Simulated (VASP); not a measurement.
# ErC4 (P6/mmm) in VASP: notebook, part 2 of 2

VASP 6.6.1.

### 6 Relaxation of cell and atoms, PBE

INCAR

```
SYSTEM = ErC4
  PREC = Accurate
  ENCUT = 600
  EDIFF = 1E-7
  ISMEAR = 0
  SIGMA = 0.1
  LREAL = .FALSE.
  LASPH = .TRUE.
  NELM = 200
  ALGO = Normal
  ISIF = 3
  LWAVE = .FALSE.
  LCHARG = .FALSE.
  GGA = PE
  IBRION = 2
  NSW = 90
  EDIFFG = -0.04
  GGA_COMPAT = .FALSE.
  NELMIN = 4
  LMAXMIX = 6
```

KPOINTS

```
Automatic mesh
0
G
  6 6 4
  0 0 0
```

POSCAR

```
ErC4
1.0
    3.8815275632      0.0000000000      0.0000000000
   -1.9407637816      3.3615014752      0.0000000000
    0.0000000000      0.0000000000      4.4030053182
Er C
1 4
Direct
    0.0000000000      0.0000000000      0.0000000000
    0.5000000000      0.0000000000      0.5000000000
    0.0000000000      0.5000000000      0.5000000000
    0.5000000000      0.5000000000      0.5000000000
    0.0000000000      0.0000000000      0.5000000000
```

Potentials or basis: VASP PAW PBE potentials, release 64 (Er_3, C), 4f in core.

Command:

```bash
cat potpaw_PBE.64/Er_3/POTCAR potpaw_PBE.64/C/POTCAR > POTCAR
mpirun -np 1 vasp_std > vasp.out
```

OUTCAR:

```text
SYSTEM = ErC4
   PREC = Accurate
   ENCUT = 600
   EDIFF = 1E-7
   ISMEAR = 0
   LREAL = .FALSE.
   LASPH = .TRUE.
   NELM = 200
   ISIF = 3
   GGA = PE
   IBRION = 2
   NSW = 90
   EDIFFG = -0.04
   NELMIN = 4

 ion  position               nearest neighbor table
   1  0.000  0.000  0.000-   5 2.20   5 2.20   3 2.93   3 2.93   4 2.93   4 2.93   3 2.93   3 2.93
                             4 2.93   4 2.93   2 2.93   2 2.93   2 2.93   2 2.93
   2  0.500  0.000  0.500-   3 1.94   4 1.94   4 1.94   3 1.94   5 1.94   5 1.94   1 2.93   1 2.93
                             1 2.93   1 2.93
   3  0.000  0.500  0.500-   2 1.94   5 1.94   5 1.94   2 1.94   4 1.94   4 1.94   1 2.93   1 2.93
                             1 2.93   1 2.93
   4  0.500  0.500  0.500-   2 1.94   5 1.94   2 1.94   5 1.94   3 1.94   3 1.94   1 2.93   1 2.93
                             1 2.93   1 2.93
   5  0.000  0.000  0.500-   3 1.94   4 1.94   3 1.94   4 1.94   2 1.94   2 1.94   1 2.20   1 2.20

  LATTYP: Found a hexagonal cell.
 ALAT       =     3.8815275632
 C/A-ratio  =     1.1343485900

  Lattice vectors:

 A1 = (   3.8815275632,   0.0000000000,   0.0000000000)
 A2 = (  -1.9407637816,   3.3615014752,   0.0000000000)
 A3 = (   0.0000000000,   0.0000000000,   4.4030053182)

Analysis of symmetry for initial positions (statically):
=====================================================================
 Subroutine PRICEL returns:
 Original cell was already a primitive cell.

 Routine SETGRP: Setting up the symmetry group for a
 hexagonal supercell.

 Subroutine GETGRP returns: Found 24 space group operations
 (whereof 24 operations were pure point group operations)
 out of a pool of 24 trial point group operations.

The static configuration has the point symmetry D_6h.

Analysis of symmetry for dynamics (positions and initial velocities):
=====================================================================
 Subroutine PRICEL returns:
 Original cell was already a primitive cell.

 Routine SETGRP: Setting up the symmetry group for a
 hexagonal supercell.

 Subroutine GETGRP returns: Found 24 space group operations
[... 115 lines left out ...]
   PSTRESS=    0.0 pullay stress
   NELECT =      25.0000    total number of electrons
   NUPDOWN=      -1.0000    fix difference up-down
   EMIN   =  10.00;   EMAX   =-10.00  energy-range for DOS
   EFERMI =   0.00;   METHOD = LEGACY
   ISMEAR =     0;   SIGMA  =   0.10  broadening in eV -4-tet -1-fermi 0-gaus
   EFERMI_NEDOS =   21; number of points for ismear=-14 and -15
   IALGO  =     38    algorithm
   IMIX   =      4    mixing-type and parameters
     AMIX     =   0.40;   BMIX     =  1.00
     AMIX_MAG =   1.60;   BMIX_MAG =  1.00
  volume/ion in A,a.u.               =      11.49        77.54
  Fermi-wavevector in a.u.,A,eV,Ry     =   1.240585  2.344365 20.940053  1.539051
  Thomas-Fermi vector in A             =   2.375019
   LORBIT       =      0    0 simple, 1 ext, 2 COOP (PROOUT), +10 PAW based schemes
   GGA     = PE    functional components
   LHFCALC =     F    Hartree Fock is set to
   AEXX    =    0.0000 exact exchange contribution
   IVDW    =     0    specifies the selected vdW correction
   LEPSILON=     F    determine dielectric tensor
   LRPA    =     F    only Hartree local field effects (RPA)
 conjugate gradient relaxation of ions
 non-spin polarized calculation
 Gauss-broadening in eV      SIGMA  =   0.10
  energy-cutoff  :      600.00
  volume of cell :       57.45
 maximum number of plane-waves:      1944
 NGX is ok and might be reduce to    32
   NGX = 15   NGY = 15   NGZ = 17

--------------------------------------- Ionic step        1  -------------------------------------------

 number of electron      25.0000000 magnetization

 Free energy of the ion-electron system (eV)
  ---------------------------------------------------
  ext. energy  EPLUGINS =         0.00000000
  ---------------------------------------------------
  free energy    TOTEN  =       -27.76008706 eV

  energy without entropy =      -27.74353828  energy(sigma->0) =      -27.75181267

------------------------ aborting loop because EDIFF is reached ----------------------------------------

  FORCE on cell =-STRESS in cart. coord.  units (eV):
  Direction    XX          YY          ZZ          XY          YZ          ZX
  --------------------------------------------------------------------------------------
  -------------------------------------------------------------------------------------
  Total       -0.4149776     -0.4149776      1.7967732      0.0000000     -0.0000000      0.0000000
  in kB      -11.5731083    -11.5731083     50.1093353      0.0000000     -0.0000000      0.0000000
  external PRESSURE =       8.9877062 kB  Pullay stress =       0.0000000 kB
[... 104 lines left out ...]
--------------------------------------- Ionic step        4  -------------------------------------------

 number of electron      25.0000001 magnetization

 Free energy of the ion-electron system (eV)
  ---------------------------------------------------
  ext. energy  EPLUGINS =         0.00000000
  ---------------------------------------------------
  free energy    TOTEN  =       -27.78183259 eV

  energy without entropy =      -27.76458669  energy(sigma->0) =      -27.77320964

 E-fermi :   5.5761     XC(G=0): -11.1463

 val. band max:        5.5679475858   @ k =   0.3333   0.0000   0.0000
 cond. band min:       5.5796896852   @ k =   0.1667   0.1667   0.2500
 fundamental gap:      0.0117420994
 Fermi energy:         5.5761079399

 k-point     1 :       0.0000    0.0000    0.0000
  band No.  band energies     occupation
      1     -19.2388      2.00000
      2     -19.2212      2.00000
      3     -19.2212      2.00000
      4     -12.3960      2.00000
      5      -2.7819      2.00000
      6      -2.7819      2.00000
[... 420 lines left out ...]
  FREE ENERGIE OF THE ION-ELECTRON SYSTEM (eV)
  ---------------------------------------------------
  free  energy   TOTEN  =       -27.7818325899 eV

  energy  without entropy=      -27.7645866879  energy(sigma->0) =      -27.77320964

 reached required accuracy - stopping structural energy minimisation
```

OSZICAR:

```text
N       E                     dE             d eps       ncg     rms          rms(c)
DAV:   1     0.109850120248E+03    0.10985E+03   -0.13052E+04   992   0.173E+03
DAV:   2    -0.197431384471E+02   -0.12959E+03   -0.12748E+03  1136   0.449E+02
DAV:   3    -0.287091208929E+02   -0.89660E+01   -0.88975E+01  1024   0.800E+01
DAV:   4    -0.293145771618E+02   -0.60546E+00   -0.59995E+00  1008   0.149E+01
[... 37 lines left out ...]
DAV:   5    -0.277818318018E+02    0.40988E-05   -0.40048E-05  1128   0.777E-02    0.399E-02
DAV:   6    -0.277818336937E+02   -0.18919E-05   -0.84697E-06  1096   0.469E-02    0.855E-03
DAV:   7    -0.277818329201E+02    0.77367E-06   -0.14758E-06  1168   0.836E-03    0.382E-03
DAV:   8    -0.277818326546E+02    0.26544E-06   -0.11200E-07   488   0.494E-03    0.898E-04
DAV:   9    -0.277818325899E+02    0.64742E-07   -0.58071E-08   512   0.390E-03
   4 F= -.27781833E+02 E0= -.27773210E+02  d E =-.129594E-02
```

Run time: 66 s. Hardware: 1 thread of Intel Xeon Platinum 8488C (Sapphire Rapids), shared host; peak memory 0.2 GiB.

What came out:

| Quantity | Value |
| --- | --- |
| Free energy | -27.7818 eV |
| Relaxed volume | 11.54 Å³/atom |
| Relaxed cell | a = 3.850 Å, b = 3.850 Å, c = 4.497 Å, α = 90.00°, β = 90.00°, γ = 120.00° |
| Space group after relaxing (to 0.1 Å) | P6/mmm (No. 191) |
| Energy gained by relaxing | 4.3 meV/atom |
| Ionic steps | 4 |
| Pressure after relaxing | -0.2 GPa |
| Band gap on the k mesh | zero (an odd number of electrons rules out a gap without spin polarisation) |

The path:
```tsv
step	energy change (eV)	largest force (eV/Å)	pressure (GPa)	volume (Å³)
1	0.0000	0.0000	0.90	57.45
2	-0.0197	0.0000	-0.33	57.98
3	-0.0204	0.0000	-0.67	58.11
4	-0.0217	0.0000	-0.22	57.72
```

Final structure:
```
CELL_PARAMETERS angstrom
3.84954 0.00000 0.00000
-1.92477 3.33380 0.00000
0.00000 0.00000 4.49740
ATOMIC_POSITIONS crystal
Er 0.00000 0.00000 0.00000
C 0.50000 0.00000 0.50000
C 0.00000 0.50000 0.50000
C 0.50000 0.50000 0.50000
C 0.00000 0.00000 0.50000
```

Levels at points of the mesh, in eV from the Fermi level:
| k point | band 9 | band 10 | band 11 | band 12 | band 13 | band 14 | band 15 | band 16 |
| --- | --- | --- | --- | --- | --- | --- | --- | --- |
| (0.00, 0.00, 0.00) | -6.24 | -6.24 | -6.11 | -1.75 | 1.23 | 1.23 | 1.47 | 2.71 |
| (0.50, 0.00, 0.00) | -3.18 | -0.94 | -0.37 | -0.09 | 0.03 | 0.23 | 0.45 | 0.98 |
| (0.00, 0.00, 0.50) | -6.09 | -6.09 | -5.93 | -2.59 | -0.27 | -0.27 | 2.53 | 4.63 |
| (0.50, 0.00, 0.50) | -4.39 | -2.12 | -0.08 | -0.07 | -0.01 | 0.17 | 0.52 | 3.33 |

Caveat: spin-orbit coupling is left out, which moves the levels of the heavy elements; the 4f electrons are frozen in the core, so they carry no moment and show no levels; an odd number of electrons without spin polarisation forces a metal; a magnetic or distorted state may lie lower. Spin polarisation is off, so any magnetic state and its effect on volume and gap are missing.

### 7 Overview

| task | cell | k mesh | gap on the mesh (eV) | pressure (GPa) | relaxed volume (Å³/atom) |
| --- | --- | --- | --- | --- | --- |
| single point | a = 3.882, b = 3.882, c = 4.403 Å, angles 90.0, 90.0, 120.0°, 5 atoms | 6 × 6 × 2 | none | 0.4 | - |
| single point | a = 3.308, b = 3.308, c = 8.482 Å, angles 90.0, 90.0, 120.0°, 5 atoms | 6 × 6 × 2 | none | 7.2 | - |
| single point | a = 3.860, b = 3.860, c = 4.470 Å, angles 90.0, 90.0, 120.0°, 5 atoms | 6 × 6 × 4 | none | 0.1 | - |
| relaxation of cell and atoms | relaxed from a = 3.308, b = 3.308, c = 8.482 Å, angles 90.0, 90.0, 120.0°, 5 atoms | 6 × 6 × 2 | none | -0.2 | 11.36 |
| relaxation of cell and atoms | relaxed from a = 3.882, b = 3.882, c = 4.403 Å, angles 90.0, 90.0, 120.0°, 5 atoms | 6 × 6 × 4 | none | -0.2 | 11.54 |

Alike in all rows: level PBE; potentials or basis VASP PAW PBE potentials, release 64 (Er_3, C), 4f in core; no spin polarisation; cutoff (eV) 600; smearing gaussian 0.1 eV.

Caveats: some runs use coarse meshes; spin-orbit coupling is left out, which moves the levels of the heavy elements; the 4f electrons are frozen in the core, so they carry no moment and show no levels; an odd number of electrons without spin polarisation forces a metal; a magnetic or distorted state may lie lower; the volume moved by over 15 % at a fixed basis, so the end points are rough (at least some runs).

Total energies depend on the potentials used, so only differences within one code and one set of settings carry meaning.

The gap in the log of VASP goes by the Fermi energy; the results here count the filled bands.